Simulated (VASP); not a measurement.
Input of a VASP 6.6.1 run:

File POSCAR:

```
Ti
1.0
    2.6120080534      0.0000000000      0.0000000000
    0.0000000000      2.6120080534      0.0000000000
    0.0000000000      0.0000000000      2.6120080534
Ti
1
Direct
    0.0000000000      0.0000000000      0.0000000000
```

The input INCAR.step1:

```
  PREC = Accurate
  ENCUT = 600
  ISMEAR = 0
  SIGMA = 0.1
  LREAL = False
  LASPH = True
  NELM = 100
  GGA = PE
  ALGO = Normal
  EDIFF = 1E-4
  LWAVE = True
  LCHARG = False
```

The input INCAR.step2:

```
  PREC = Accurate
  ENCUT = 600
  EDIFF = 1E-7
  ISMEAR = 0
  SIGMA = 0.1
  LREAL = False
  LASPH = True
  NELM = 100
  ALGO = Normal
  ISIF = 3
  LWAVE = False
  LCHARG = False
  METAGGA = R2SCAN
  LMIXTAU = True
  IBRION = 2
  NSW = 100
  EDIFFG = -0.01
  ISTART = 1
```

File KPOINTS:

```
regular mesh
0
Gamma
  22 22 22
```

Potentials or basis: VASP PAW PBE potentials, release 64 (Ti_sv).

Run with:

```console
$ cat potpaw_PBE.64/Ti_sv/POTCAR > POTCAR
$ cp INCAR.step1 INCAR
$ mpirun -np 1 vasp_std > vasp.out
$ cp INCAR.step2 INCAR
$ mpirun -np 1 vasp_std > vasp.out
```

(1) What does it give for the relaxed volume?

(2) Predict the relaxed cell.

(3) Estimate the band gap on the k mesh.

(4) Estimate the space group after relaxing (to 0.05 Å).

## Answers

(1) 18.23 Å³/atom.

(2) a = 2.632 Å, b = 2.632 Å, c = 2.632 Å, α = 90.00°, β = 90.00°, γ = 90.00°.

(3) zero (band 6 reaches 8.69 eV, above the bottom of band 7 at 6.27 eV).

(4) Pm-3m (No. 221).

Caveat: the PAW data sets were made with another functional, which shifts forces and pressure a little.
